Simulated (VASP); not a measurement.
Runs of VASP 6.6.1 on Ti3Ga. Symmetry: Fm-3m, No. 225, cubic system. The conventional cell has a = 6.395 Å, b = 6.395 Å, c = 6.395 Å, α = 90.00°, β = 90.00°, γ = 90.00°. Ti (site symmetry -43m) has 10 Ti at 2.77 to 3.20 Å and 4 Ga at 2.77 Å within 3.7 Å. Within 3.7 Å of Ti (site symmetry m-3m) lie 8 Ti at 2.77 Å and 6 Ga at 3.20 Å. Within 3.7 Å of Ga (site symmetry m-3m) lie 14 Ti at 2.77 to 3.20 Å. 

| smearing | gap on the mesh (eV) | pressure (GPa) |
| --- | --- | --- |
| gaussian 0.5 eV | none | -7.7 |
| gaussian 0.2 eV | none | (a) |
| gaussian 0.1 eV | none | -8.9 |
| gaussian 0.3 eV | none | -8.5 |

Alike in all rows: task single point; level LDA; potentials or basis VASP PAW LDA potentials, release 64 (Ti_sv, Ga_d); no spin polarisation; cell as given; k mesh 6 × 6 × 6; cutoff (eV) 500.

Question: Estimate the missing entries.

Answer: (a) -8.7.

Caveats: the cell stands under tension; so wide a smearing shifts energies and pressures (at least some runs).

A k mesh can miss the band edges, and the runs leave out spin-orbit coupling on Ga.

A gap of «none» marks levels without a gap at the run's occupations.
